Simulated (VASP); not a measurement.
A run of VASP 6.6.1:

File INCAR:

```
PREC = Accurate
ENCUT = 520
EDIFF = 1E-7
ISMEAR = 0
SIGMA = 0.1
LREAL = False
LASPH = True
NELM = 150
ALGO = Fast
ISIF = 2
LWAVE = False
LCHARG = False
ISPIN = 2
MAGMOM = 1 1 1 0 0
LORBIT = 11
LMAXMIX = 4
GGA = PE
NBANDS = 33
```

The input KPOINTS:

```
regular mesh
0
Gamma
  6 6 2
```

Contents of POSCAR:

```
Zr2TiB2
1.0
    3.0323519924      0.0000000000      0.0000000000
    0.0000000000      3.0323519924      0.0000000000
    0.0000000000      0.0000000000      8.4540104541
Zr Ti B
2 1 2
Direct
    0.5000000000      0.5000000000      0.7263607156
    0.5000000000      0.5000000000      0.2736392844
    0.0000000000      0.0000000000      0.0000000000
    0.5000000000      0.0000000000      0.5000000000
    0.0000000000      0.5000000000      0.5000000000
```

Potentials or basis: VASP PAW PBE potentials, release 64 (Zr_sv, Ti_sv, B).

The run is started by

```bash
$ cat potpaw_PBE.64/Zr_sv/POTCAR potpaw_PBE.64/Ti_sv/POTCAR potpaw_PBE.64/B/POTCAR > POTCAR
$ mpirun -np 1 vasp_std > vasp.out
```

Hardware: 1 thread of Intel(R) Xeon(R) 6975P-C (Granite Rapids) (shared host).

Estimate the wall time of this run.

Wall time 14 min on 1 thread of Intel(R) Xeon(R) 6975P-C (Granite Rapids) (shared host), peak memory 0.26 GiB. Counts: scf iterations 108, k points 20.
